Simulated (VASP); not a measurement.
# Cd (P6_3/mmc) in VASP: notebook

Cd is run at these levels: PBE; tasks: single point.

All numbers are computed with VASP 6.6.1; they aren't measurements. Logs are shortened: lines on timing, memory, paths and dates and some standing lists are left out, and cuts for length are marked.

### 1 The cell of the first run

It takes space group P6_3/mmc (No. 194, hexagonal). Conventional cell: a = 2.979 Å, b = 2.979 Å, c = 5.337 Å, α = 90.00°, β = 90.00°, γ = 120.00°. Within 3.9 Å of Cd (site symmetry -6m2) lie 12 Cd at 2.98 to 3.17 Å.

### 2 Single point, PBE (strain +0.000 along x and y, -0.050 along z)

Contents of INCAR:

```
SYSTEM = Cd
PREC     = Accurate       ! precision mode
ENCUT    = 500            ! plane-wave cutoff, eV
EDIFF    = 1E-6           ! SCF threshold, eV
ISMEAR   = 0              ! smearing method
SIGMA    = 0.15           ! smearing width, eV
LREAL    = .False.        ! projectors in reciprocal space
LASPH    = .True.         ! aspherical terms in the spheres
NELM     = 120            ! most SCF steps
ALGO     = Normal         ! electronic algorithm
ISIF     = 2              ! what is computed and relaxed
LWAVE    = .False.        ! write WAVECAR
LCHARG   = .False.        ! write CHGCAR
GGA      = PE             ! functional
NBANDS   = 19             ! bands
GGA_COMPAT= .False.
```

Contents of KPOINTS:

```
regular mesh
0
Gamma
  18 18 8
  0 0 0
```

Contents of POSCAR:

```
Cd
1.0
    2.9788725081      0.0000000000      0.0000000000
   -1.4894362540      2.5797792666      0.0000000000
    0.0000000000      0.0000000000      5.3367675000
Cd
2
Direct
    0.3333333333      0.6666666667      0.2500000000
    0.6666666667      0.3333333333      0.7500000000
```

Potentials or basis: VASP PAW PBE potentials, release 64 (Cd).

The run is started by

```
cat potpaw_PBE.64/Cd/POTCAR > POTCAR
mpirun -np 1 vasp_std > vasp.out
```

OUTCAR:

```text
SYSTEM = Cd
   PREC = Accurate
   ENCUT = 500
   EDIFF = 1E-6
   ISMEAR = 0
   LREAL = .False.
   LASPH = .True.
   NELM = 120
   ISIF = 2
   GGA = PE

 ion  position               nearest neighbor table
   1  0.333  0.667  0.250-   2 3.17   2 3.17   2 3.17   2 3.17   2 3.17   2 3.17
   2  0.667  0.333  0.750-   1 3.17   1 3.17   1 3.17   1 3.17   1 3.17   1 3.17

  LATTYP: Found a hexagonal cell.
 ALAT       =     2.9788725081
 C/A-ratio  =     1.7915394115

  Lattice vectors:

 A1 = (   2.9788725081,   0.0000000000,   0.0000000000)
 A2 = (  -1.4894362540,   2.5797792666,   0.0000000000)
 A3 = (   0.0000000000,   0.0000000000,   5.3367675000)

Analysis of symmetry for initial positions (statically):
=====================================================================
 Subroutine PRICEL returns:
 Original cell was already a primitive cell.

 Routine SETGRP: Setting up the symmetry group for a
 hexagonal supercell.

 Subroutine GETGRP returns: Found 24 space group operations
 (whereof 12 operations were pure point group operations)
 out of a pool of 24 trial point group operations.

The static configuration has the point symmetry D_3d.
 The point group associated with its full space group is D_6h.

Analysis of symmetry for dynamics (positions and initial velocities):
=====================================================================
 Subroutine PRICEL returns:
 Original cell was already a primitive cell.

 Routine SETGRP: Setting up the symmetry group for a
 hexagonal supercell.

 Subroutine GETGRP returns: Found 24 space group operations
 (whereof 12 operations were pure point group operations)
 out of a pool of 24 trial point group operations.

The dynamic configuration has the point symmetry D_3d.
 The point group associated with its full space group is D_6h.

 Subroutine INISYM returns: Found 24 space group operations
 (whereof 12 operations are pure point group operations),
 and found     1 'primitive' translations

----------------------------------------------------------------------------------------

                                     Primitive cell

  volume of cell :      41.0122

  direct lattice vectors                    reciprocal lattice vectors
     2.978872508  0.000000000  0.000000000     0.335697482  0.193815032  0.000000000
    -1.489436254  2.579779267  0.000000000     0.000000000  0.387630063  0.000000000
     0.000000000  0.000000000  5.336767500     0.000000000  0.000000000  0.187379345

  length of vectors
     2.978872508  2.978872508  5.336767500     0.387630063  0.387630063  0.187379345

  position of ions in fractional coordinates (direct lattice)
     0.333333333  0.666666667  0.250000000
     0.666666667  0.333333333  0.750000000

  ion indices of the primitive-cell ions
   primitive index   ion index
                 1           1
                 2           2

----------------------------------------------------------------------------------------

 KPOINTS: regular mesh

Automatic generation of k-mesh.
 Grid dimensions read from file:
 generate k-points for:   18   18    8

 Generating k-lattice:

  Cartesian coordinates                     Fractional coordinates (reciprocal lattice)
     0.018649860  0.010767502  0.000000000     0.055555556 -0.000000000  0.000000000
     0.000000000  0.021535004  0.000000000     0.000000000  0.055555556  0.000000000
     0.000000000  0.000000000  0.023422418     0.000000000  0.000000000  0.125000000

  Length of vectors
     0.021535004  0.021535004  0.023422418

  Shift w.r.t. Gamma in fractional coordinates (k-lattice)
     0.000000000  0.000000000  0.000000000

 Subroutine IBZKPT returns following result:
 ===========================================

 Found    185 irreducible k-points:

 Following reciprocal coordinates:
            Coordinates               Weight
  0.000000  0.000000  0.000000      1.000000
  0.055556  0.000000  0.000000      6.000000
  0.111111  0.000000  0.000000      6.000000
  0.166667  0.000000  0.000000      6.000000
  0.222222  0.000000  0.000000      6.000000
  0.277778  0.000000  0.000000      6.000000
[... 16 lines left out ...]
  0.333333  0.111111  0.000000     12.000000
  0.388889  0.111111  0.000000     12.000000
 [... further k-points ...]
   k-points           NKPTS =    185   k-points in BZ     NKDIM =    185   number of bands    NBANDS=     19
   number of dos      NEDOS =    301   number of ions     NIONS =      2
   total plane-waves  NPLWV =  23040
   dimension x,y,z NGX =    24 NGY =   24 NGZ =   40
   dimension x,y,z NGXF=    48 NGYF=   48 NGZF=   80
   ions per type =               2
   NGX,Y,Z   is equivalent  to a cutoff of  13.39, 13.39, 12.46 a.u.
   NGXF,Y,Z  is equivalent  to a cutoff of  26.79, 26.79, 24.92 a.u.
 SYSTEM =  Cd
   PREC   = accura    normal or accurate (medium, high low for compatibility)
   ISTART =      0    job   : 0-new  1-cont  2-samecut
   ICHARG =      2    charge: 1-file 2-atom 10-const
   ISPIN  =      1    spin polarized calculation?
   LNONCOLLINEAR =      F non collinear calculations
   LSORBIT =      F    spin-orbit coupling
   LASPH  =      T    aspherical Exc in radial PAW
   ENCUT  =  500.0 eV  36.75 Ry    6.06 a.u.   5.43  5.43  9.73*2*pi/ulx,y,z
   NELM   =    120;   NELMIN=  2; NELMDL= -5     # of ELM steps
   EDIFF  = 0.1E-05   stopping-criterion for ELM
   LREAL  =      F    real-space projection
   EDIFFG = 0.1E-04   stopping-criterion for IOM
   NSW    =      0    number of steps for IOM
   IBRION =     -1    ionic relax: 0-MD 1-quasi-New 2-CG
   NFREE  =      0    steps in history (QN), initial steepest desc. (CG)
   ISIF   =      2    stress and relaxation
   ISYM   =      2    0-nonsym 1-usesym 2-fastsym
   POTIM  = 0.5000    time-step for ionic-motion
   TEBEG  =    0.0;   TEEND  =   0.0 temperature during run
   PSTRESS=    0.0 pullay stress
   NELECT =      24.0000    total number of electrons
   NUPDOWN=      -1.0000    fix difference up-down
   EMIN   =  10.00;   EMAX   =-10.00  energy-range for DOS
   EFERMI =   0.00;   METHOD = LEGACY
   ISMEAR =     0;   SIGMA  =   0.15  broadening in eV -4-tet -1-fermi 0-gaus
   EFERMI_NEDOS =   21; number of points for ismear=-14 and -15
   IALGO  =     38    algorithm
   IMIX   =      4    mixing-type and parameters
     AMIX     =   0.40;   BMIX     =  1.00
     AMIX_MAG =   1.60;   BMIX_MAG =  1.00
  volume/ion in A,a.u.               =      20.51       138.38
  Fermi-wavevector in a.u.,A,eV,Ry     =   1.369329  2.587656 25.511749  1.875061
  Thomas-Fermi vector in A             =   2.495214
   LORBIT       =      0    0 simple, 1 ext, 2 COOP (PROOUT), +10 PAW based schemes
   GGA     = PE    functional components
   LHFCALC =     F    Hartree Fock is set to
   AEXX    =    0.0000 exact exchange contribution
   IVDW    =     0    specifies the selected vdW correction
   LEPSILON=     F    determine dielectric tensor
   LRPA    =     F    only Hartree local field effects (RPA)
 non-spin polarized calculation
 Gauss-broadening in eV      SIGMA  =   0.15
  energy-cutoff  :      500.00
  volume of cell :       41.01
 maximum number of plane-waves:      1087
 NGX is ok and might be reduce to    24
   NGX = 11   NGY = 11   NGZ = 19

 number of electron      23.9999995 magnetization

 Free energy of the ion-electron system (eV)
  ---------------------------------------------------
  ext. energy  EPLUGINS =         0.00000000
  ---------------------------------------------------
  free energy    TOTEN  =        -1.41271002 eV

  energy without entropy =       -1.40687232  energy(sigma->0) =       -1.40979117

 E-fermi :   3.4768     XC(G=0): -11.3182

 val. band max:        3.4748320037   @ k =   0.2778   0.0556   0.0000
 cond. band min:       3.4794762990   @ k =   0.3333   0.3333   0.0000
 fundamental gap:      0.0046442953
 Fermi energy:         3.4767816498

 k-point     1 :       0.0000    0.0000    0.0000
  band No.  band energies     occupation
      1      -6.6887      2.00000
      2      -6.3022      2.00000
      3      -6.0061      2.00000
      4      -6.0061      2.00000
      5      -5.9323      2.00000
      6      -5.9323      2.00000
[... 11 lines left out ...]
     18      19.0282      0.00000
     19      19.7190      0.00000

 k-point     2 :       0.0556    0.0000    0.0000
  band No.  band energies     occupation
      1      -6.6570      2.00000
      2      -6.2706      2.00000
      3      -6.0189      2.00000
      4      -5.9771      2.00000
      5      -5.9461      2.00000
      6      -5.9048      2.00000
[... 11 lines left out ...]
     18      19.3661      0.00000
     19      19.9493      0.00000

 k-point     3 :       0.1111    0.0000    0.0000
  band No.  band energies     occupation
      1      -6.5754      2.00000
      2      -6.2195      2.00000
      3      -6.0442      2.00000
      4      -5.9685      2.00000
      5      -5.8928      2.00000
      6      -5.8248      2.00000
[... 11 lines left out ...]
     18      19.2663      0.00000
     19      19.3606      0.00000

 k-point     4 :       0.1667    0.0000    0.0000
  band No.  band energies     occupation
      1      -6.5005      2.00000
      2      -6.1785      2.00000
      3      -6.1116      2.00000
      4      -5.9230      2.00000
      5      -5.7610      2.00000
      6      -5.7555      2.00000
[... 11 lines left out ...]
     18      17.5472      0.00000
     19      17.5888      0.00000

 k-point     5 :       0.2222    0.0000    0.0000
  band No.  band energies     occupation
      1      -6.5138      2.00000
      2      -6.2094      2.00000
      3      -6.0809      2.00000
      4      -5.9299      2.00000
      5      -5.8145      2.00000
      6      -5.6768      2.00000
[... 11 lines left out ...]
     18      16.5734      0.00000
     19      17.4020      0.00000

 k-point     6 :       0.2778    0.0000    0.0000
  band No.  band energies     occupation
      1      -6.5914      2.00000
      2      -6.3147      2.00000
      3      -6.1134      2.00000
      4      -5.9532      2.00000
      5      -5.7310      2.00000
      6      -5.6860      2.00000
[... 11 lines left out ...]
     18      16.3213      0.00000
     19      18.0901      0.00000

 k-point     7 :       0.3333    0.0000    0.0000
  band No.  band energies     occupation
      1      -6.6817      2.00000
      2      -6.4130      2.00000
      3      -6.2760      2.00000
      4      -5.8423      2.00000
      5      -5.7795      2.00000
      6      -5.7708      2.00000
[... 11 lines left out ...]
     18      16.1470      0.00000
     19      17.6744      0.00000

 k-point     8 :       0.3889    0.0000    0.0000
  band No.  band energies     occupation
      1      -6.7593      2.00000
      2      -6.4923      2.00000
      3      -6.4005      2.00000
      4      -5.8361      2.00000
      5      -5.8177      2.00000
      6      -5.7584      2.00000
[... 256 lines left out ...]
 k-point    20 :       0.1667    0.1111    0.0000
  band No.  band energies     occupation
      1      -6.3933      2.00000
      2      -6.2281      2.00000
      3      -6.0487      2.00000
      4      -5.9492      2.00000
      5      -5.8713      2.00000
      6      -5.8060      2.00000
[... 11 lines left out ...]
     18      16.8158      0.00000
     19      16.8592      0.00000

 k-point    21 :       0.2222    0.1111    0.0000
  band No.  band energies     occupation
      1      -6.4717      2.00000
      2      -6.2354      2.00000
      3      -6.1220      2.00000
      4      -5.9965      2.00000
      5      -5.8604      2.00000
      6      -5.7397      2.00000
[... 11 lines left out ...]
     18      16.1342      0.00000
     19      16.2455      0.00000

 k-point    22 :       0.2778    0.1111    0.0000
  band No.  band energies     occupation
      1      -6.5621      2.00000
      2      -6.3055      2.00000
      3      -6.2720      2.00000
      4      -5.8991      2.00000
      5      -5.8768      2.00000
      6      -5.6969      2.00000
[... 11 lines left out ...]
     18      15.5116      0.00000
     19      15.7797      0.00000

 k-point    23 :       0.3333    0.1111    0.0000
  band No.  band energies     occupation
      1      -6.6380      2.00000
      2      -6.3861      2.00000
      3      -6.3728      2.00000
      4      -5.9179      2.00000
      5      -5.7744      2.00000
      6      -5.7737      2.00000
[... 11 lines left out ...]
     18      15.0329      0.00000
     19      15.4411      0.00000

 k-point    24 :       0.3889    0.1111    0.0000
  band No.  band energies     occupation
      1      -6.6878      2.00000
      2      -6.4570      2.00000
      3      -6.4183      2.00000
      4      -5.9140      2.00000
      5      -5.8391      2.00000
      6      -5.7098      2.00000
[... 11 lines left out ...]
     18      14.7311      0.00000
     19      15.2359      0.00000

 [... further k-points ...]

------------------------ aborting loop because EDIFF is reached ----------------------------------------

  FORCE on cell =-STRESS in cart. coord.  units (eV):
  Direction    XX          YY          ZZ          XY          YZ          ZX
  --------------------------------------------------------------------------------------
  -------------------------------------------------------------------------------------
  Total        1.5726913      1.5726913      1.6605812      0.0000000     -0.0000000      0.0000000
  in kB       61.4386007     61.4386007     64.8721000      0.0000000     -0.0000000      0.0000000
  external PRESSURE =      62.5831005 kB  Pullay stress =       0.0000000 kB

 VOLUME and BASIS-vectors are now :
 -----------------------------------------------------------------------------
  energy-cutoff  :      500.00
  volume of cell :       41.01
      direct lattice vectors                 reciprocal lattice vectors
     2.978872508  0.000000000  0.000000000     0.335697482  0.193815032  0.000000000
    -1.489436254  2.579779267  0.000000000     0.000000000  0.387630063  0.000000000
     0.000000000  0.000000000  5.336767500     0.000000000  0.000000000  0.187379345

 POSITION                                       TOTAL-FORCE (eV/Angst)
 -----------------------------------------------------------------------------------
     -0.00000      1.71985      1.33419        -0.000000      0.000000      0.000000
      1.48944      0.85993      4.00258         0.000000     -0.000000      0.000000
 -----------------------------------------------------------------------------------
    total drift:                                0.000000     -0.000000      0.000000

  FREE ENERGIE OF THE ION-ELECTRON SYSTEM (eV)
  ---------------------------------------------------
  free  energy   TOTEN  =        -1.4127100173 eV

  energy  without entropy=       -1.4068723160  energy(sigma->0) =       -1.40979117
```

Run time: 83 s. Hardware: 1 thread of Intel Xeon Platinum 8488C (Sapphire Rapids), shared host; peak memory 0.24 GiB.

Results:

| Property | Result |
| --- | --- |
| Free energy | -1.4127 eV |
| Pressure | 6.3 GPa |
| Band gap on the k mesh | zero (bands 12 and 13 overlap by 3.76 eV) |

Stress tensor (GPa, compression positive):
```
6.14 0.00 0.00
0.00 6.14 0.00
0.00 0.00 6.49
```

Levels at points of the mesh, in eV from the Fermi level:
```
           k point  band 10  band 11  band 12  band 13  band 14  band 15
(0.00, 0.00, 0.00)    -8.65    -8.65    -3.20    -2.53    12.17    14.09
(0.50, 0.00, 0.00)    -8.40    -2.76    -2.22     2.25     2.98     3.58
(0.00, 0.00, 0.50)    -8.79    -7.71    -7.71     4.63     4.63    14.43
(0.50, 0.00, 0.50)    -8.42    -1.87    -1.87    -0.07    -0.07     8.83
```

Caveat: the cell differs from its parent crystal (strain +0.000 along x and y, -0.050 along z); the cell stands under pressure.

### 3 Single point, PBE (strain -0.025 along x and y, +0.000 along z)

Contents of INCAR:

```
ALGO     = Normal         # electronic algorithm
EDIFF    = 1E-6           # SCF threshold, eV
ENCUT    = 500            # plane-wave cutoff, eV
GGA      = PE             # functional
GGA_COMPAT= False        
ISIF     = 2              # what is computed and relaxed
ISMEAR   = 0              # smearing method
LASPH    = True           # aspherical terms in the spheres
LCHARG   = False          # write CHGCAR
LREAL    = False          # projectors in reciprocal space
LWAVE    = False          # write WAVECAR
NBANDS   = 19             # bands
NELM     = 120            # most SCF steps
PREC     = Accurate       # precision mode
SIGMA    = 0.15           # smearing width, eV
```

Contents of KPOINTS:

```
k-points
0
Gamma
  18 18 8
```

Contents of POSCAR:

```
Cd
1.0
    2.9044006954      0.0000000000      0.0000000000
   -1.4522003477      2.5152847850      0.0000000000
    0.0000000000      0.0000000000      5.6176500000
Cd
2
Direct
    0.3333333333      0.6666666667      0.2500000000
    0.6666666667      0.3333333333      0.7500000000
```

Potentials or basis: VASP PAW PBE potentials, release 64 (Cd).

The run is started by

```
cat potpaw_PBE.64/Cd/POTCAR > POTCAR
mpirun -np 1 vasp_std > vasp.out
```

It took 88 s on 1 thread of Intel Xeon Platinum 8488C (Sapphire Rapids), shared host; peak memory 0.24 GiB.

Results (log left out):

```yaml
Free_energy: -1.3931 eV
Pressure: 7.5 GPa
Band_gap_on_the_k_mesh: zero (bands 12 and 13 overlap by 5.00 eV)
```

Stress tensor (GPa, compression positive):
```
8.75 0.00 0.00
0.00 8.75 0.00
0.00 0.00 5.00
```

Levels at points of the mesh, in eV from the Fermi level:
| k point | band 8 | band 9 | band 10 | band 11 | band 12 | band 13 | band 14 | band 15 | band 16 | band 17 |
| --- | --- | --- | --- | --- | --- | --- | --- | --- | --- | --- |
| (0.00, 0.00, 0.00) | -8.83 | -8.83 | -8.59 | -8.59 | -3.41 | -3.31 | 10.15 | 14.71 | 14.90 | 15.87 |
| (0.50, 0.00, 0.00) | -8.64 | -8.27 | -8.24 | -2.45 | -1.78 | 1.94 | 3.04 | 3.35 | 5.31 | 8.91 |
| (0.00, 0.00, 0.50) | -8.70 | -8.70 | -8.70 | -7.73 | -7.73 | 3.41 | 3.41 | 15.20 | 15.20 | 16.78 |
| (0.50, 0.00, 0.50) | -8.62 | -8.25 | -8.25 | -1.69 | -1.69 | 0.27 | 0.27 | 8.04 | 8.04 | 10.55 |

Caveat: the cell differs from its parent crystal (strain -0.025 along x and y, +0.000 along z); the cell stands under pressure.

### 4 Single point, PBE (strain +0.000 along x and y, -0.025 along z)

Contents of INCAR:

```
SYSTEM = Cd
ALGO = Normal ; EDIFF = 1E-6
ENCUT = 500 ; GGA = PE
GGA_COMPAT = .False. ; ISIF = 2
ISMEAR = 0 ; LASPH = .True.
LCHARG = .False. ; LREAL = .False.
LWAVE = .False. ; NBANDS = 19
NELM = 120 ; PREC = Accurate
SIGMA = 0.15
```

Contents of KPOINTS:

```
k-points
0
Gamma
  18 18 8
  0 0 0
```

Contents of POSCAR:

```
Cd
1.0
    2.9788725081      0.0000000000      0.0000000000
   -1.4894362540      2.5797792666      0.0000000000
    0.0000000000      0.0000000000      5.4772087500
Cd
2
Direct
    0.3333333333      0.6666666667      0.2500000000
    0.6666666667      0.3333333333      0.7500000000
```

The run is started by

```
cat potpaw_PBE.64/Cd/POTCAR > POTCAR
mpirun -np 1 vasp_std > vasp.out
```

It took 78 s on 1 thread of Intel Xeon Platinum 8488C (Sapphire Rapids), shared host; peak memory 0.24 GiB.

Results (log left out):

```yaml
Free_energy: -1.4481 eV
Pressure: 4.6 GPa
Band_gap_on_the_k_mesh: zero (bands 12 and 13 overlap by 4.12 eV)
```

Stress tensor (GPa, compression positive):
```
4.84 0.00 0.00
0.00 4.84 0.00
0.00 0.00 4.17
```

Levels at points of the mesh, in eV from the Fermi level:
```
           k point  band 10  band 11  band 12  band 13  band 14  band 15
(0.00, 0.00, 0.00)    -8.65    -8.65    -3.21    -2.87    11.26    14.20
(0.50, 0.00, 0.00)    -8.38    -2.63    -2.11     2.03     2.92     3.29
(0.00, 0.00, 0.50)    -8.77    -7.62    -7.62     4.07     4.07    14.53
(0.50, 0.00, 0.50)    -8.39    -1.78    -1.78    -0.08    -0.08     8.36
```

Caveat: the cell differs from its parent crystal (strain +0.000 along x and y, -0.025 along z); the cell stands under pressure.

(Continued in part 2 of 2.)

The gap in the log of VASP goes by the Fermi energy; the results here count the filled bands.